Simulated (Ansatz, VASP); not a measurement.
BaTiO3: VASP beside Ansatz

```xyz
5
Lattice="4.1212 0.0000 0.0000 0.0000 2.9543 2.7299 0.0000 -2.9543 2.7299" Properties=species:S:1:pos:R:3 pbc="T T T"
Ba    0.0000    0.0000    0.0441
Ti    2.0606    0.0000    2.8375
O     0.0000    0.0000    2.6842
O     2.0606   -1.4452    4.0315
O     2.0606    1.4452    4.0315
```

Alike in both runs: task single point; functional PBE; k mesh 6 × 6 × 6; occupations gaussian, width 0.05 eV; no spin polarisation; Hubbard terms Ti d U = 4.0 eV.

|  | VASP | Ansatz |
| --- | --- | --- |
| version | VASP 6.6.1 | Ansatz 0.2.0 |
| potentials or method | VASP PAW PBE potentials, release 64 (Ba_sv, Ti_sv, O), cutoff 520 eV | scalar-relativistic, plane waves, PAW |
| valence electrons in the cell | 40 | 40 |

|  | VASP | Ansatz | Ansatz less VASP |
| --- | --- | --- | --- |
| gap on the k mesh at the Fermi level (eV) | 2.32 | 2.40 | +0.078 |
| least direct gap on the mesh (eV) | 2.58 | 2.65 | +0.070 |
| pressure (GPa) | 3.8 | 0.3 | -3.52 |
| traceless stress, the component that is largest in VASP (GPa) | 11.84 | 11.34 | -0.492 |
| rms of the force components (eV/Å) | 0.324 | 0.110 | -0.2138 |

The programs project onto different local orbitals, so the same U acts differently, and such runs can settle in different states. Atom by atom the forces differ by 0.231 eV/Å (rms over components).

Neither program's run includes spin-orbit coupling.
